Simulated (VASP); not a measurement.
# LiTcO3 (Pm-3m) in VASP: a series of runs, part 2 of 2

VASP 6.6.1. The steps go on from the part before.

## Step 3: Single point, LDA

Input file INCAR:

```
PREC = Accurate
ENCUT = 750
EDIFF = 1E-6
ISMEAR = 1
SIGMA = 0.05
LREAL = F
LASPH = T
NELM = 120
ALGO = Normal
ISIF = 2
LWAVE = F
LCHARG = T
LELF = T
LVHAR = T
NBANDS = 25
GGA_COMPAT = F
```

Input file KPOINTS:

```
regular mesh
0
Gamma
  4 4 4
```

Input file POSCAR:

```
LiTcO3
1.0
    3.8539000000      0.0000000000      0.0000000000
    0.0000000000      3.8539000000      0.0000000000
    0.0000000000      0.0000000000      3.8539000000
Li Tc O
1 1 3
Direct
    0.0000000000      0.0000000000      0.0000000000
    0.5000000000      0.5000000000      0.5000000000
    0.5000000000      0.5000000000      0.0000000000
    0.5000000000      0.0000000000      0.5000000000
    0.0000000000      0.5000000000      0.5000000000
```

Potentials or basis: VASP PAW LDA potentials, release 64 (Li_sv, Tc_pv, O).

Launch:

```
> cat potpaw_LDA.64/Li_sv/POTCAR potpaw_LDA.64/Tc_pv/POTCAR potpaw_LDA.64/O/POTCAR > POTCAR
> mpirun -np 1 vasp_std > vasp.out
```

OUTCAR:

```text
PREC = Accurate
   ENCUT = 750
   EDIFF = 1E-6
   ISMEAR = 1
   LREAL = F
   LASPH = T
   NELM = 120
   ISIF = 2

 ion  position               nearest neighbor table
   1  0.000  0.000  0.000-
   2  0.500  0.500  0.500-   3 1.93   4 1.93   5 1.93   3 1.93   4 1.93   5 1.93
   3  0.500  0.500  0.000-   2 1.93   2 1.93
   4  0.500  0.000  0.500-   2 1.93   2 1.93
   5  0.000  0.500  0.500-   2 1.93   2 1.93

  LATTYP: Found a simple cubic cell.
 ALAT       =     3.8539000000

  Lattice vectors:

 A1 = (   3.8539000000,   0.0000000000,   0.0000000000)
 A2 = (   0.0000000000,   3.8539000000,   0.0000000000)
 A3 = (   0.0000000000,   0.0000000000,   3.8539000000)

Analysis of symmetry for initial positions (statically):
=====================================================================
 Subroutine PRICEL returns:
 Original cell was already a primitive cell.

 Routine SETGRP: Setting up the symmetry group for a
 simple cubic supercell.

 Subroutine GETGRP returns: Found 48 space group operations
 (whereof 48 operations were pure point group operations)
 out of a pool of 48 trial point group operations.

The static configuration has the point symmetry O_h .

Analysis of symmetry for dynamics (positions and initial velocities):
=====================================================================
 Subroutine PRICEL returns:
 Original cell was already a primitive cell.

 Routine SETGRP: Setting up the symmetry group for a
 simple cubic supercell.

 Subroutine GETGRP returns: Found 48 space group operations
 (whereof 48 operations were pure point group operations)
 out of a pool of 48 trial point group operations.

The dynamic configuration has the point symmetry O_h .

 Subroutine INISYM returns: Found 48 space group operations
 (whereof 48 operations are pure point group operations),
 and found     1 'primitive' translations

----------------------------------------------------------------------------------------

                                     Primitive cell

  volume of cell :      57.2402

  direct lattice vectors                    reciprocal lattice vectors
     3.853900000  0.000000000  0.000000000     0.259477412  0.000000000  0.000000000
     0.000000000  3.853900000  0.000000000     0.000000000  0.259477412  0.000000000
     0.000000000  0.000000000  3.853900000     0.000000000  0.000000000  0.259477412

  length of vectors
     3.853900000  3.853900000  3.853900000     0.259477412  0.259477412  0.259477412

  position of ions in fractional coordinates (direct lattice)
     0.000000000  0.000000000  0.000000000
     0.500000000  0.500000000  0.500000000
     0.500000000  0.500000000  0.000000000
     0.500000000  0.000000000  0.500000000
     0.000000000  0.500000000  0.500000000

  ion indices of the primitive-cell ions
   primitive index   ion index
                 1           1
                 2           2
                 3           3
                 4           4
                 5           5

[... 23 lines left out ...]

 Found     10 irreducible k-points:

 Following reciprocal coordinates:
            Coordinates               Weight
  0.000000  0.000000  0.000000      1.000000
  0.250000  0.000000  0.000000      6.000000
  0.500000  0.000000  0.000000      3.000000
  0.250000  0.250000  0.000000     12.000000
  0.500000  0.250000  0.000000     12.000000
  0.500000  0.500000  0.000000      3.000000
  0.250000  0.250000  0.250000      8.000000
  0.500000  0.250000  0.250000     12.000000
  0.500000  0.500000  0.250000      6.000000
  0.500000  0.500000  0.500000      1.000000
   k-points           NKPTS =     10   k-points in BZ     NKDIM =     10   number of bands    NBANDS=     25
   number of dos      NEDOS =    301   number of ions     NIONS =      5
   total plane-waves  NPLWV =  46656
   dimension x,y,z NGX =    36 NGY =   36 NGZ =   36
   dimension x,y,z NGXF=    72 NGYF=   72 NGZF=   72
   ions per type =               1   1   3
   NGX,Y,Z   is equivalent  to a cutoff of  15.53, 15.53, 15.53 a.u.
   NGXF,Y,Z  is equivalent  to a cutoff of  31.06, 31.06, 31.06 a.u.
 SYSTEM =  unknown system
   PREC   = accura    normal or accurate (medium, high low for compatibility)
   ISTART =      0    job   : 0-new  1-cont  2-samecut
   ICHARG =      2    charge: 1-file 2-atom 10-const
   ISPIN  =      1    spin polarized calculation?
   LNONCOLLINEAR =      F non collinear calculations
   LSORBIT =      F    spin-orbit coupling
   LASPH  =      T    aspherical Exc in radial PAW
   ENCUT  =  750.0 eV  55.12 Ry    7.42 a.u.   8.61  8.61  8.61*2*pi/ulx,y,z
   NELM   =    120;   NELMIN=  2; NELMDL= -5     # of ELM steps
   EDIFF  = 0.1E-05   stopping-criterion for ELM
   LREAL  =      F    real-space projection
   EDIFFG = 0.1E-04   stopping-criterion for IOM
   NSW    =      0    number of steps for IOM
   IBRION =     -1    ionic relax: 0-MD 1-quasi-New 2-CG
   NFREE  =      0    steps in history (QN), initial steepest desc. (CG)
   ISIF   =      2    stress and relaxation
   ISYM   =      2    0-nonsym 1-usesym 2-fastsym
   POTIM  = 0.5000    time-step for ionic-motion
   TEBEG  =    0.0;   TEEND  =   0.0 temperature during run
   PSTRESS=    0.0 pullay stress
   NELECT =      34.0000    total number of electrons
   NUPDOWN=      -1.0000    fix difference up-down
   EMIN   =  10.00;   EMAX   =-10.00  energy-range for DOS
   EFERMI =   0.00;   METHOD = LEGACY
   ISMEAR =     1;   SIGMA  =   0.05  broadening in eV -4-tet -1-fermi 0-gaus
   EFERMI_NEDOS =   21; number of points for ismear=-14 and -15
   IALGO  =     38    algorithm
   IMIX   =      4    mixing-type and parameters
     AMIX     =   0.40;   BMIX     =  1.00
     AMIX_MAG =   1.60;   BMIX_MAG =  1.00
  volume/ion in A,a.u.               =      11.45        77.26
  Fermi-wavevector in a.u.,A,eV,Ry     =   1.376155  2.600556 25.766750  1.893803
  Thomas-Fermi vector in A             =   2.501426
   LORBIT       =      0    0 simple, 1 ext, 2 COOP (PROOUT), +10 PAW based schemes
   GGA     = CA    functional components
   LHFCALC =     F    Hartree Fock is set to
   AEXX    =    0.0000 exact exchange contribution
   IVDW    =     0    specifies the selected vdW correction
   LEPSILON=     F    determine dielectric tensor
   LRPA    =     F    only Hartree local field effects (RPA)
 non-spin polarized calculation
 Methfessel and Paxton  Order N= 1 SIGMA  =   0.05
  energy-cutoff  :      750.00
  volume of cell :       57.24
 maximum number of plane-waves:      2721
 NGX is ok and might be reduce to    36
   NGX = 17   NGY = 17   NGZ = 17

 number of electron      34.0000008 magnetization

 Free energy of the ion-electron system (eV)
  ---------------------------------------------------
  ext. energy  EPLUGINS =         0.00000000
  ---------------------------------------------------
  free energy    TOTEN  =       -38.85443587 eV

  energy without entropy =      -38.85267281  energy(sigma->0) =      -38.85384818

 E-fermi :   4.7150     XC(G=0): -10.7881

 val. band max:        4.7150269408   @ k =   0.2500   0.2500   0.2500
 cond. band min:       4.9094415545   @ k =   0.5000   0.2500   0.2500
 fundamental gap:      0.1944146137
 Fermi energy:         4.7150269587

 k-point     1 :       0.0000    0.0000    0.0000
  band No.  band energies     occupation
      1     -41.0815      2.00000
      2     -36.1664      2.00000
      3     -36.1664      2.00000
      4     -36.1664      2.00000
      5     -14.6560      2.00000
      6     -13.8128      2.00000
[... 269 lines left out ...]
     24      13.3158      0.00000
     25      13.3158      0.00000

------------------------ aborting loop because EDIFF is reached ----------------------------------------

  FORCE on cell =-STRESS in cart. coord.  units (eV):
  Direction    XX          YY          ZZ          XY          YZ          ZX
  --------------------------------------------------------------------------------------
  -------------------------------------------------------------------------------------
  Total       -4.8154895     -4.8154895     -4.8154895      0.0000000      0.0000000      0.0000000
  in kB     -134.7875260   -134.7875260   -134.7875260      0.0000000      0.0000000      0.0000000
  external PRESSURE =    -134.7875260 kB  Pullay stress =       0.0000000 kB

 VOLUME and BASIS-vectors are now :
 -----------------------------------------------------------------------------
  energy-cutoff  :      750.00
  volume of cell :       57.24
      direct lattice vectors                 reciprocal lattice vectors
     3.853900000  0.000000000  0.000000000     0.259477412  0.000000000  0.000000000
     0.000000000  3.853900000  0.000000000     0.000000000  0.259477412  0.000000000
     0.000000000  0.000000000  3.853900000     0.000000000  0.000000000  0.259477412

 POSITION                                       TOTAL-FORCE (eV/Angst)
 -----------------------------------------------------------------------------------
      0.00000      0.00000      0.00000         0.000000      0.000000      0.000000
      1.92695      1.92695      1.92695         0.000000      0.000000      0.000000
      1.92695      1.92695      0.00000         0.000000      0.000000      0.000000
      1.92695      0.00000      1.92695         0.000000      0.000000      0.000000
      0.00000      1.92695      1.92695         0.000000      0.000000      0.000000
 -----------------------------------------------------------------------------------
    total drift:                                0.000000      0.000000      0.000000

  FREE ENERGIE OF THE ION-ELECTRON SYSTEM (eV)
  ---------------------------------------------------
  free  energy   TOTEN  =       -38.8544358728 eV

  energy  without entropy=      -38.8526728077  energy(sigma->0) =      -38.85384818
```

stdout:

```text
POSCAR found type information on POSCAR LiTcO
 POSCAR found :  3 types and       5 ions
 scaLAPACK will be used
 LDA part: xc-table for (Slater(with rela. corr.)+CA(PZ))
 , standard interpolation
 POSCAR, INCAR and KPOINTS ok, starting setup
 FFT: planning ... GRIDC
 FFT: planning ... GRID_SOFT
 FFT: planning ... GRID
 WAVECAR not read
 entering main loop
```

It took 11 s on 1 thread of Intel Xeon 6975P-C (Granite Rapids), shared host; peak memory 0.18 GiB.

What came out:

```yaml
Free_energy: -38.8544 eV
Pressure: -13.5 GPa
Band_gap_on_the_k_mesh: zero (bands 17 and 18 overlap by 3.80 eV)
```

Levels at points of the mesh, in eV from the Fermi level:
| k point | band 14 | band 15 | band 16 | band 17 | band 18 | band 19 | band 20 | band 21 |
| --- | --- | --- | --- | --- | --- | --- | --- | --- |
| (0.00, 0.00, 0.00) | -2.68 | -2.68 | -2.68 | -2.24 | -2.24 | -2.24 | 1.23 | 1.23 |
| (0.50, 0.00, 0.00) | -3.23 | -2.69 | -2.69 | -2.19 | 0.89 | 0.89 | 1.24 | 4.45 |
| (0.50, 0.50, 0.00) | -3.84 | -3.84 | -1.68 | 0.90 | 0.90 | 1.57 | 2.89 | 6.98 |
| (0.50, 0.50, 0.50) | -1.66 | -1.66 | -1.66 | 1.56 | 1.56 | 1.56 | 5.48 | 7.40 |

Caveat: the k points lie up to 0.41 Å⁻¹ apart, too coarse for converged energies and pressures of a metal.
